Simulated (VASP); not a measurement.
Input of a VASP 6.6.1 run:

Contents of INCAR:

```
PREC     = Accurate       # precision mode
ENCUT    = 600            # plane-wave cutoff, eV
EDIFF    = 1E-7           # SCF threshold, eV
ISMEAR   = 0              # smearing method
SIGMA    = 0.1            # smearing width, eV
LREAL    = False          # projectors in reciprocal space
LASPH    = True           # aspherical terms in the spheres
NELM     = 60             # most SCF steps
ALGO     = Normal         # electronic algorithm
ISIF     = 3              # what is computed and relaxed
LWAVE    = False          # write WAVECAR
LCHARG   = False          # write CHGCAR
GGA      = PE             # functional
IBRION   = 2              # ionic algorithm
NSW      = 90             # ionic steps
EDIFFG   = -0.04          # ionic threshold
```

File KPOINTS:

```
Automatic mesh
0
Gamma
  6 6 4
```

Contents of POSCAR:

```
C
1.0
    4.7656033900      0.0000000000      0.0000000000
   -2.3828017000      4.1271336000      0.0000000000
    0.0000000000      0.0000000000      3.7843905700
C
12
Direct
    0.6221980300      0.6658045100      0.3131748000
    0.3341954900      0.9563935300      0.3131748000
    0.0436064700      0.3778019700      0.3131748000
    0.3778019700      0.3341954900      0.8131748000
    0.6658045100      0.0436064700      0.8131748000
    0.9563935300      0.6221980300      0.8131748000
    0.3341954900      0.3778019700      0.1868252000
    0.6221980300      0.9563935300      0.1868252000
    0.0436064700      0.6658045100      0.1868252000
    0.6658045100      0.6221980300      0.6868252000
    0.3778019700      0.0436064700      0.6868252000
    0.9563935300      0.3341954900      0.6868252000
```

Potentials or basis: VASP PAW PBE potentials, release 64 (C).

Command:

```console
$ cat potpaw_PBE.64/C/POTCAR > POTCAR
$ mpirun -np 1 vasp_std > vasp.out
```

(1) What does it give for the relaxed cell?

(2) Predict the relaxed volume.

## Answers

(1) a = 4.349 Å, b = 4.349 Å, c = 4.181 Å, α = 90.00°, β = 90.00°, γ = 120.00°.

(2) 5.71 Å³/atom.

Caveat: this functional lacks dispersion, which binds layers or chains, so the pressure and a relaxed spacing across them are unreliable.
